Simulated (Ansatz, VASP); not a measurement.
# Two plane-wave programs on RuBrF3

Contents of INCAR:

```
SYSTEM = RuBrF3
PREC = Accurate ; ENCUT = 520
EDIFF = 1E-6 ; ISMEAR = 0
SIGMA = 0.1 ; LREAL = .False.
LASPH = .True. ; NELM = 150
ALGO = Normal ; ISIF = 2
LWAVE = .False. ; LCHARG = .False.
ISPIN = 2 ; MAGMOM = 1 0 0 0 0
LORBIT = 11 ; LMAXMIX = 4
GGA = PE ; NBANDS = 33
```

The input KPOINTS:

```
Automatic mesh
0
Gamma
  4 4 4
  0 0 0
```

POSCAR

```
RuBrF3
1.0
    4.0559869100      0.0000000000      0.0000000000
    0.0000000000      4.0559869100      0.0000000000
    0.0000000000      0.0000000000      4.0559869100
Ru Br F
1 1 3
Direct
    0.0000000000      0.0000000000      0.0000000000
    0.5000000000      0.5000000000      0.5000000000
    0.5000000000      0.0000000000      0.0000000000
    0.0000000000      0.5000000000      0.0000000000
    0.0000000000      0.0000000000      0.5000000000
```

Input for Ansatz:

```yaml
crystal:
  lattice:
    - [4.05598691, 0.0, 0.0]
    - [0.0, 4.05598691, 0.0]
    - [0.0, 0.0, 4.05598691]
  atoms:
    - { symbol: Ru, position: [0.0, 0.0, 0.0], spin: 1.0 }
    - { symbol: Br, position: [0.5, 0.5, 0.5] }
    - { symbol: F, position: [0.5, 0.0, 0.0] }
    - { symbol: F, position: [0.0, 0.5, 0.0] }
    - { symbol: F, position: [0.0, 0.0, 0.5] }
basis:
  ecutwfc: 420
kpoints:
  mp_grid: { grid: [4, 4, 4] }
hamiltonian:
  xc: pbe
scf:
  occupations: { method: gaussian, width: 0.1 }
  lower_state_search: "off"
output:
  forces: true
  stress: true
  eigenvalues: true
  populations: true
magnetization:
  spin_polarized: true
```

Change from the starting cell: species swapped into the EuH3Pd type (Pm-3m, No. 221).

Alike in both runs: task single point; functional PBE; k mesh 4 × 4 × 4; occupations gaussian, width 0.1 eV; collinear spin.

```csv
,VASP,Ansatz
version,VASP 6.6.1,Ansatz 0.2.0
potentials or method,"VASP PAW PBE potentials, release 64 (Ru_pv, Br, F), cutoff 520 eV","scalar-relativistic, plane waves, PAW"
valence electrons in the cell,42,44
```

VASP gave:

```
gap on the k mesh at the Fermi level (eV)                     : none
pressure (GPa)                                                : 10.4
net moment per atom (μB)                                      : 0.64
size of the moment on the site where the two differ most (μB) : 1.91
```

Question: Which values does Ansatz return?

Answer: gap on the k mesh at the Fermi level (eV): none; pressure (GPa): 10.3; net moment per atom (μB): 0.64; size of the moment on the site where the two differ most (μB): 1.49.

Site moments also hang on the region over which each program counts them. A gap of «none» marks a metal or a gap that the smearing closes. VASP's potentials hold 42 valence electrons a cell and Ansatz's 44, so a difference there can come from the potentials and not from the codes.

The k mesh is coarse, so the values compare programs but aren't converged.
